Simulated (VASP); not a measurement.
Input of a VASP 6.6.1 run:

File POSCAR:

```
As
1.0
    2.6002388809      0.0000000000      0.0000000000
    0.0000000000      2.6002388809      0.0000000000
    0.0000000000      0.0000000000      2.6002388809
As
1
Direct
    0.5000000000      0.5000000000      0.5000000000
```

The input INCAR.step1:

```
ALGO = Normal
EDIFF = 1E-4
ENCUT = 520
GGA = PE
ISMEAR = 0
LASPH = T
LCHARG = F
LREAL = F
LWAVE = T
NBANDS = 8
NELM = 80
PREC = Accurate
SIGMA = 0.1
```

File INCAR.step2:

```
ALGO = Normal
EDIFF = 1E-6
ENCUT = 520
ISIF = 2
ISMEAR = 0
ISTART = 1
LASPH = T
LCHARG = F
LMIXTAU = T
LREAL = F
LWAVE = F
METAGGA = R2SCAN
NBANDS = 8
NELM = 80
PREC = Accurate
SIGMA = 0.1
```

Contents of KPOINTS:

```
k-points
0
Gamma
  16 16 16
```

Potentials or basis: VASP PAW PBE potentials, release 64 (As).

Command:

```sh
$ cat potpaw_PBE.64/As/POTCAR > POTCAR
$ cp INCAR.step1 INCAR
$ mpirun -np 1 vasp_std > vasp.out
$ cp INCAR.step2 INCAR
$ mpirun -np 1 vasp_std > vasp.out
```

Estimate the pressure.

13.5 GPa.

Caveat: the cell differs from its parent crystal (functional r2SCAN, strained); the PAW data sets were made with another functional, which shifts forces and pressure a little.
